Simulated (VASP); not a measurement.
A run of VASP 6.6.1 is set up as follows.

INCAR

```
SYSTEM = Al4Co
PREC = Accurate
ENCUT = 520
EDIFF = 1E-6
ISMEAR = 0
SIGMA = 0.1
LREAL = .FALSE.
LASPH = .TRUE.
NELM = 80
ALGO = Normal
ISIF = 2
LWAVE = .FALSE.
LCHARG = .TRUE.
GGA = PE
LELF = .TRUE.
LVHAR = .TRUE.
NBANDS = 18
```

KPOINTS

```
Automatic mesh
0
G
  8 8 8
  0 0 0
```

File POSCAR:

```
Al4Co
1.0
    4.5065589430      0.0000000000      0.0000000000
    0.0000000000      4.5065589430      0.0000000000
    0.0000000000      0.0000000000      4.5065589430
Al Co
4 1
Direct
    0.5000000000      0.0000000000      0.0000000000
    0.0000000000      0.5000000000      0.0000000000
    0.0000000000      0.0000000000      0.5000000000
    0.5000000000      0.5000000000      0.5000000000
    0.0000000000      0.0000000000      0.0000000000
```

Potentials or basis: VASP PAW PBE potentials, release 64 (Al, Co).

Launch:

```sh
$ cat potpaw_PBE.64/Al/POTCAR potpaw_PBE.64/Co/POTCAR > POTCAR
$ mpirun -np 1 vasp_std > vasp.out
```

**Question.** What does it give for the band gap on the k mesh?

**Answer.** Zero (an odd number of electrons rules out a gap without spin polarisation).

**Question.** What does it give for the pressure?

**Answer.** -0.1 GPa.

Caveat: the run has no spin polarisation, though such a crystal can be magnetic. Spin polarisation is off, so any magnetic state and its effect on volume and gap are missing.
